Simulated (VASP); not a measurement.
# Rh in VASP: notebook

Rh is run at these levels: PBEsol; tasks: single point.

All numbers are computed with VASP 6.6.1; they aren't measurements. Logs are shortened: lines on timing, memory, paths and dates and some standing lists are left out, and cuts for length are marked.

## (1) The cell of the first run

Symmetry: Fm-3m, No. 225, cubic system. The conventional cell has a = 3.866 Å, b = 3.866 Å, c = 3.866 Å, α = 90.00°, β = 90.00°, γ = 90.00°. Within 3.6 Å of Rh (site symmetry m-3m) lie 12 Rh at 2.73 Å.

## (2) Single point, PBEsol (strained)

Contents of INCAR:

```
PREC = Accurate
ENCUT = 520
EDIFF = 1E-6
ISMEAR = 0
SIGMA = 0.1
LREAL = F
LASPH = T
NELM = 60
ALGO = Normal
ISIF = 2
LWAVE = F
LCHARG = F
GGA = PS
NBANDS = 14
```

Contents of KPOINTS:

```
regular mesh
0
Gamma
  18 18 18
```

Contents of POSCAR:

```
Rh
1.0
    0.0000000000      1.9328304975      1.9328304975
    1.9328304975      0.0000000000      1.9328304975
    1.9328304975      1.9328304975      0.0000000000
Rh
1
Direct
    0.0000000000      0.0000000000      0.0000000000
```

Potentials or basis: VASP PAW PBE potentials, release 64 (Rh_pv).

Launch:

```sh
$ cat potpaw_PBE.64/Rh_pv/POTCAR > POTCAR
$ mpirun -np 1 vasp_std > vasp.out
```

OUTCAR:

```text
PREC = Accurate
   ENCUT = 520
   EDIFF = 1E-6
   ISMEAR = 0
   LREAL = F
   LASPH = T
   NELM = 60
   ISIF = 2
   GGA = PS

 ion  position               nearest neighbor table
   1  0.000  0.000  0.000-

  LATTYP: Found a face centered cubic cell.
 ALAT       =     3.8656609950

  Lattice vectors:

 A1 = (   0.0000000000,   1.9328304975,   1.9328304975)
 A2 = (   1.9328304975,   0.0000000000,   1.9328304975)
 A3 = (   1.9328304975,   1.9328304975,   0.0000000000)

Analysis of symmetry for initial positions (statically):
=====================================================================
 Subroutine PRICEL returns:
 Original cell was already a primitive cell.

 Routine SETGRP: Setting up the symmetry group for a
 face centered cubic supercell.

 Subroutine GETGRP returns: Found 48 space group operations
 (whereof 48 operations were pure point group operations)
 out of a pool of 48 trial point group operations.

The static configuration has the point symmetry O_h .

Analysis of symmetry for dynamics (positions and initial velocities):
=====================================================================
 Subroutine PRICEL returns:
 Original cell was already a primitive cell.

 Routine SETGRP: Setting up the symmetry group for a
 face centered cubic supercell.

 Subroutine GETGRP returns: Found 48 space group operations
 (whereof 48 operations were pure point group operations)
 out of a pool of 48 trial point group operations.

The dynamic configuration has the point symmetry O_h .

 Subroutine INISYM returns: Found 48 space group operations
 (whereof 48 operations are pure point group operations),
 and found     1 'primitive' translations

----------------------------------------------------------------------------------------

                                     Primitive cell

  volume of cell :      14.4415

  direct lattice vectors                    reciprocal lattice vectors
     0.000000000  1.932830497  1.932830497    -0.258687971  0.258687971  0.258687971
     1.932830497  0.000000000  1.932830497     0.258687971 -0.258687971  0.258687971
     1.932830497  1.932830497  0.000000000     0.258687971  0.258687971 -0.258687971

  length of vectors
     2.733435103  2.733435103  2.733435103     0.448060709  0.448060709  0.448060709

  position of ions in fractional coordinates (direct lattice)
     0.000000000  0.000000000  0.000000000

  ion indices of the primitive-cell ions
   primitive index   ion index
                 1           1

----------------------------------------------------------------------------------------

 KPOINTS: regular mesh

Automatic generation of k-mesh.
 Grid dimensions read from file:
 generate k-points for:   18   18   18

 Generating k-lattice:

  Cartesian coordinates                     Fractional coordinates (reciprocal lattice)
    -0.014371554  0.014371554  0.014371554     0.055555556  0.000000000  0.000000000
     0.014371554 -0.014371554  0.014371554     0.000000000  0.055555556  0.000000000
     0.014371554  0.014371554 -0.014371554     0.000000000  0.000000000  0.055555556

  Length of vectors
     0.024892262  0.024892262  0.024892262

  Shift w.r.t. Gamma in fractional coordinates (k-lattice)
     0.000000000  0.000000000  0.000000000

 Subroutine IBZKPT returns following result:
 ===========================================

 Found    195 irreducible k-points:

 Following reciprocal coordinates:
            Coordinates               Weight
  0.000000  0.000000  0.000000      1.000000
  0.055556  0.000000  0.000000      8.000000
  0.111111  0.000000  0.000000      8.000000
  0.166667  0.000000  0.000000      8.000000
  0.222222  0.000000  0.000000      8.000000
  0.277778  0.000000  0.000000      8.000000
[... 16 lines left out ...]
 -0.277778  0.055556  0.000000     24.000000
 -0.222222  0.055556  0.000000     24.000000
 [... further k-points ...]
   k-points           NKPTS =    195   k-points in BZ     NKDIM =    195   number of bands    NBANDS=     14
   number of dos      NEDOS =    301   number of ions     NIONS =      1
   total plane-waves  NPLWV =   8000
   dimension x,y,z NGX =    20 NGY =   20 NGZ =   20
   dimension x,y,z NGXF=    40 NGYF=   40 NGZF=   40
   ions per type =               1
   NGX,Y,Z   is equivalent  to a cutoff of  12.16, 12.16, 12.16 a.u.
   NGXF,Y,Z  is equivalent  to a cutoff of  24.33, 24.33, 24.33 a.u.
 SYSTEM =  unknown system
   PREC   = accura    normal or accurate (medium, high low for compatibility)
   ISTART =      0    job   : 0-new  1-cont  2-samecut
   ICHARG =      2    charge: 1-file 2-atom 10-const
   ISPIN  =      1    spin polarized calculation?
   LNONCOLLINEAR =      F non collinear calculations
   LSORBIT =      F    spin-orbit coupling
   LASPH  =      T    aspherical Exc in radial PAW
   ENCUT  =  520.0 eV  38.22 Ry    6.18 a.u.   5.08  5.08  5.08*2*pi/ulx,y,z
   NELM   =     60;   NELMIN=  2; NELMDL= -5     # of ELM steps
   EDIFF  = 0.1E-05   stopping-criterion for ELM
   LREAL  =      F    real-space projection
   EDIFFG = 0.1E-04   stopping-criterion for IOM
   NSW    =      0    number of steps for IOM
   IBRION =     -1    ionic relax: 0-MD 1-quasi-New 2-CG
   NFREE  =      0    steps in history (QN), initial steepest desc. (CG)
   ISIF   =      2    stress and relaxation
   ISYM   =      2    0-nonsym 1-usesym 2-fastsym
   POTIM  = 0.5000    time-step for ionic-motion
   TEBEG  =    0.0;   TEEND  =   0.0 temperature during run
   PSTRESS=    0.0 pullay stress
   NELECT =      15.0000    total number of electrons
   NUPDOWN=      -1.0000    fix difference up-down
   EMIN   =  10.00;   EMAX   =-10.00  energy-range for DOS
   EFERMI =   0.00;   METHOD = LEGACY
   ISMEAR =     0;   SIGMA  =   0.10  broadening in eV -4-tet -1-fermi 0-gaus
   EFERMI_NEDOS =   21; number of points for ismear=-14 and -15
   IALGO  =     38    algorithm
   IMIX   =      4    mixing-type and parameters
     AMIX     =   0.40;   BMIX     =  1.00
     AMIX_MAG =   1.60;   BMIX_MAG =  1.00
  volume/ion in A,a.u.               =      14.44        97.46
  Fermi-wavevector in a.u.,A,eV,Ry     =   1.657937  3.133048 37.399105  2.748757
  Thomas-Fermi vector in A             =   2.745604
   LORBIT       =      0    0 simple, 1 ext, 2 COOP (PROOUT), +10 PAW based schemes
   GGA     = PS    functional components
   LHFCALC =     F    Hartree Fock is set to
   AEXX    =    0.0000 exact exchange contribution
   IVDW    =     0    specifies the selected vdW correction
   LEPSILON=     F    determine dielectric tensor
   LRPA    =     F    only Hartree local field effects (RPA)
 non-spin polarized calculation
 Gauss-broadening in eV      SIGMA  =   0.10
  energy-cutoff  :      520.00
  volume of cell :       14.44
 maximum number of plane-waves:       397
   NGX = 11   NGY = 11   NGZ = 11

 number of electron      14.9999994 magnetization

 Free energy of the ion-electron system (eV)
  ---------------------------------------------------
  ext. energy  EPLUGINS =         0.00000000
  ---------------------------------------------------
  free energy    TOTEN  =        -8.08897784 eV

  energy without entropy =       -8.08157507  energy(sigma->0) =       -8.08527645

 E-fermi :  10.8765     XC(G=0): -13.9045

 val. band max:       10.8724684738   @ k =   0.5000   0.2222   0.1111
 cond. band min:      10.8806926500   @ k =  -0.4444   0.3333   0.1667
 fundamental gap:      0.0082241761
 Fermi energy:        10.8765095589

 k-point     1 :       0.0000    0.0000    0.0000
  band No.  band energies     occupation
      1     -35.3839      2.00000
      2     -35.3839      2.00000
      3     -35.3839      2.00000
      4       3.1814      2.00000
      5       8.0014      2.00000
      6       8.0014      2.00000
      7       8.0014      2.00000
      8       9.9553      2.00000
      9       9.9553      2.00000
     10      26.8328      0.00000
     11      31.3699      0.00000
     12      32.0048      0.00000
     13      32.0048      0.00000
     14      32.0048      0.00000

 k-point     2 :       0.0556    0.0000    0.0000
  band No.  band energies     occupation
      1     -35.4031      2.00000
      2     -35.3865      2.00000
      3     -35.3865      2.00000
      4       3.3005      2.00000
      5       7.9501      2.00000
      6       8.0472      2.00000
      7       8.0472      2.00000
      8       9.9303      2.00000
      9       9.9303      2.00000
     10      26.9975      0.00000
     11      31.2893      0.00000
     12      31.3895      0.00000
     13      32.1718      0.00000
     14      32.1718      0.00000

 k-point     3 :       0.1111    0.0000    0.0000
  band No.  band energies     occupation
      1     -35.4584      2.00000
      2     -35.3941      2.00000
      3     -35.3941      2.00000
      4       3.6435      2.00000
      5       7.8209      2.00000
      6       8.1669      2.00000
      7       8.1669      2.00000
      8       9.8764      2.00000
      9       9.8764      2.00000
     10      27.4297      0.00000
     11      29.8606      0.00000
     12      31.3730      0.00000
     13      32.6544      0.00000
     14      32.6544      0.00000

 k-point     4 :       0.1667    0.0000    0.0000
  band No.  band energies     occupation
      1     -35.5425      2.00000
      2     -35.4057      2.00000
      3     -35.4057      2.00000
      4       4.1575      2.00000
      5       7.6917      2.00000
      6       8.3015      2.00000
      7       8.3015      2.00000
      8       9.8613      2.00000
      9       9.8613      2.00000
     10      27.7920      0.00000
     11      28.3821      0.00000
     12      31.3723      0.00000
     13      33.3947      0.00000
     14      33.3947      0.00000

 k-point     5 :       0.2222    0.0000    0.0000
  band No.  band energies     occupation
      1     -35.6447      2.00000
      2     -35.4198      2.00000
      3     -35.4198      2.00000
      4       4.7165      2.00000
      5       7.7138      2.00000
      6       8.3599      2.00000
      7       8.3599      2.00000
      8       9.9817      2.00000
      9       9.9817      2.00000
     10      26.4157      0.00000
     11      28.3095      0.00000
[... 276 lines left out ...]
 k-point    22 :      -0.3333    0.0556    0.0000
  band No.  band energies     occupation
      1     -35.8787      2.00000
      2     -35.4734      2.00000
      3     -35.4487      2.00000
      4       5.3158      2.00000
      5       8.0935      2.00000
      6       8.1938      2.00000
      7       9.0413      2.00000
      8      10.5549      1.99999
      9      11.3227      0.00000
     10      22.2186      0.00000
     11      27.2982      0.00000
     12      31.3694      0.00000
     13      32.0038      0.00000
     14      33.9802      0.00000

 k-point    23 :      -0.2778    0.0556    0.0000
  band No.  band energies     occupation
      1     -35.7863      2.00000
      2     -35.4608      2.00000
      3     -35.4338      2.00000
      4       5.2724      2.00000
      5       8.1047      2.00000
      6       8.3165      2.00000
      7       8.3273      2.00000
      8      10.1230      2.00000
      9      10.8231      1.54964
     10      24.0876      0.00000
     11      27.9059      0.00000
     12      31.3708      0.00000
     13      32.7757      0.00000
     14      35.4693      0.00000

 k-point    24 :      -0.2222    0.0556    0.0000
  band No.  band energies     occupation
      1     -35.6827      2.00000
      2     -35.4453      2.00000
      3     -35.4184      2.00000
      4       4.9758      2.00000
      5       7.6619      2.00000
      6       8.3706      2.00000
      7       8.4216      2.00000
      8       9.7796      2.00000
      9      10.4080      2.00000
     10      25.9046      0.00000
     11      28.3366      0.00000
     12      31.3712      0.00000
     13      33.1195      0.00000
     14      35.0189      0.00000

 [... further k-points ...]

------------------------ aborting loop because EDIFF is reached ----------------------------------------

  FORCE on cell =-STRESS in cart. coord.  units (eV):
  Direction    XX          YY          ZZ          XY          YZ          ZX
  --------------------------------------------------------------------------------------
  -------------------------------------------------------------------------------------
  Total       -1.5137473     -1.5137473     -1.5137473     -0.0000000      0.0000000      0.0000000
  in kB     -167.9394281   -167.9394281   -167.9394281     -0.0000000      0.0000000      0.0000000
  external PRESSURE =    -167.9394281 kB  Pullay stress =       0.0000000 kB

 VOLUME and BASIS-vectors are now :
 -----------------------------------------------------------------------------
  energy-cutoff  :      520.00
  volume of cell :       14.44
      direct lattice vectors                 reciprocal lattice vectors
     0.000000000  1.932830497  1.932830497    -0.258687971  0.258687971  0.258687971
     1.932830497  0.000000000  1.932830497     0.258687971 -0.258687971  0.258687971
     1.932830497  1.932830497  0.000000000     0.258687971  0.258687971 -0.258687971

 POSITION                                       TOTAL-FORCE (eV/Angst)
 -----------------------------------------------------------------------------------
      0.00000      0.00000      0.00000         0.000000      0.000000      0.000000
 -----------------------------------------------------------------------------------
    total drift:                                0.000000      0.000000      0.000000

  FREE ENERGIE OF THE ION-ELECTRON SYSTEM (eV)
  ---------------------------------------------------
  free  energy   TOTEN  =        -8.0889778350 eV

  energy  without entropy=       -8.0815750722  energy(sigma->0) =       -8.08527645
```

Wall time 19 s (1 thread of Intel Xeon 6975P-C, shared host); peak memory 0.15 GiB.

What came out:

```
Free energy : -8.0890 eV
Pressure    : -16.8 GPa
```

Caveat: the cell differs from its parent crystal (strained); the PAW data sets were made with another functional, which shifts forces and pressure a little.

## (3) Single point, PBEsol (strained)

Contents of INCAR:

```
SYSTEM = Rh
ALGO = Fast ; EDIFF = 1E-7
ENCUT = 520 ; GGA = PS
ISIF = 2 ; ISMEAR = 0
LASPH = .TRUE. ; LCHARG = .FALSE.
LREAL = .FALSE. ; LWAVE = .FALSE.
NBANDS = 14 ; NELM = 80
PREC = Accurate ; SIGMA = 0.1
```

Contents of KPOINTS:

```
k-points
0
G
  18 18 18
  0 0 0
```

Contents of POSCAR:

```
Rh
1.0
    0.0000000000      1.9449623865      1.9449623865
    1.9449623865      0.0000000000      1.9449623865
    1.9449623865      1.9449623865      0.0000000000
Rh
1
Direct
    0.0000000000      0.0000000000      0.0000000000
```

Potentials or basis: VASP PAW PBE potentials, release 64 (Rh_pv).

Launch:

```sh
$ cat potpaw_PBE.64/Rh_pv/POTCAR > POTCAR
$ mpirun -np 1 vasp_std > vasp.out
```

Run time: 21 s. Hardware: 1 thread of Intel Xeon 6975P-C, shared host; peak memory 0.15 GiB.

The run converged. Its results:

| Item | Value |
| --- | --- |
| Free energy | -8.0573 eV |
| Pressure | -20.4 GPa |

Levels at points of the mesh, in eV from the Fermi level:
| k point | band 5 | band 6 | band 7 | band 8 | band 9 | band 10 |
| --- | --- | --- | --- | --- | --- | --- |
| (0.00, 0.00, 0.00) | -2.79 | -2.79 | -2.79 | -0.90 | -0.90 | 15.96 |
| (0.50, 0.00, 0.00) | -2.85 | -2.85 | 0.50 | 0.50 | 0.73 | 7.91 |
| (0.50, 0.50, 0.00) | -5.40 | 0.48 | 0.87 | 0.87 | 3.10 | 11.38 |

Caveat: the cell differs from its parent crystal (strained); the PAW data sets were made with another functional, which shifts forces and pressure a little.

## (4) Single point, PBEsol (strained)

Contents of INCAR:

```
PREC = Accurate
ENCUT = 520
EDIFF = 1E-6
ISMEAR = 0
SIGMA = 0.1
LREAL = False
LASPH = True
NELM = 80
ALGO = Normal
ISIF = 2
LWAVE = False
LCHARG = False
GGA = PS
NBANDS = 14
```

Contents of KPOINTS:

```
regular mesh
0
Gamma
  18 18 18
```

Contents of POSCAR:

```
Rh
1.0
    0.0000000000      1.9403226045      1.9403226045
    1.9403226045      0.0000000000      1.9403226045
    1.9403226045      1.9403226045      0.0000000000
Rh
1
Direct
    0.0000000000      0.0000000000      0.0000000000
```

Launch:

```sh
$ cat potpaw_PBE.64/Rh_pv/POTCAR > POTCAR
$ mpirun -np 1 vasp_std > vasp.out
```

Run time: 13 s. Hardware: 1 thread of Intel Xeon 6975P-C, shared host; peak memory 0.15 GiB.

It converged, with:

| Item | Value |
| --- | --- |
| Free energy | -8.0702 eV |
| Pressure | -19.1 GPa |

Levels at points of the mesh, in eV from the Fermi level:
```
           k point  band 4  band 5  band 6  band 7  band 8  band 9  band 10  band 11
(0.00, 0.00, 0.00)   -7.61   -2.82   -2.82   -2.82   -0.91   -0.91    15.96    20.53
(0.50, 0.00, 0.00)   -5.68   -2.88   -2.88    0.51    0.51    0.72     7.98    15.44
(0.50, 0.50, 0.00)   -5.80   -5.45    0.49    0.88    0.88    3.11    11.47    12.87
```

Caveat: the cell differs from its parent crystal (strained); the PAW data sets were made with another functional, which shifts forces and pressure a little.

## (5) Single point, PBEsol (strained)

Contents of INCAR:

```
PREC = Accurate
ENCUT = 520
EDIFF = 1E-6
ISMEAR = 0
SIGMA = 0.1
LREAL = F
LASPH = T
NELM = 100
ALGO = Normal
ISIF = 2
LWAVE = F
LCHARG = T
GGA = PS
LELF = T
LVHAR = T
NBANDS = 14
```

Contents of KPOINTS:

```
Automatic mesh
0
Gamma
  16 16 16
```

Contents of POSCAR:

```
Rh
1.0
    0.0000000000      1.8822872985      1.8822872985
    1.8537640485      0.0000000000      1.8822872985
    1.8537640485      1.8822872985      0.0000000000
Rh
1
Direct
    0.0000000000      0.0000000000      0.0000000000
```

Launch:

```sh
$ cat potpaw_PBE.64/Rh_pv/POTCAR > POTCAR
$ mpirun -np 1 vasp_std > vasp.out
```

Wall time 30 s (1 thread of Intel Xeon 6975P-C, shared host); peak memory 0.17 GiB.

Results (log left out):

| Property | Result |
| --- | --- |
| Free energy | -8.1286 eV |
| Pressure | 8.8 GPa |

Stress tensor (GPa, compression positive):
```
11.53  0.00  0.00
 0.00  7.37  0.00
 0.00  0.00  7.37
```

Levels at points of the mesh, in eV from the Fermi level:
```tsv
k point	band 4	band 5	band 6	band 7	band 8	band 9	band 10	band 11
(0.00, 0.00, 0.00)	-8.39	-3.37	-3.37	-3.19	-1.15	-0.94	15.90	20.25
(0.50, 0.00, 0.00)	-6.55	-3.48	-3.30	0.60	0.61	0.69	9.09	15.42
(0.50, 0.50, 0.00)	-6.78	-6.39	0.62	1.01	1.16	3.14	12.69	13.51
(0.00, 0.50, 0.50)	-6.79	-6.40	0.61	1.10	1.10	3.48	13.13	13.32
```

Caveat: the cell differs from its parent crystal (strained); the PAW data sets were made with another functional, which shifts forces and pressure a little.

## (6) Summary

```csv
cell,k mesh,gap on the mesh (eV),pressure (GPa)
"a = 2.733 Å, angles 60.0°, 1 atom",18 × 18 × 18,none,-16.8
"a = 2.751 Å, angles 60.0°, 1 atom",18 × 18 × 18,none,-20.4
"a = 2.744 Å, angles 60.0°, 1 atom",18 × 18 × 18,none,-19.1
"a = 2.662, b = 2.642, c = 2.642 Å, angles 60.5, 59.7, 59.7°, 1 atom",16 × 16 × 16,none,8.8
```

Alike in all rows: task single point; level PBEsol; potentials or basis VASP PAW PBE potentials, release 64 (Rh_pv); no spin polarisation; cutoff (eV) 520; smearing gaussian 0.1 eV.

Caveats: the PAW data sets were made with another functional, which shifts forces and pressure a little.

Absolute energies hang on the potentials; compare differences alone.
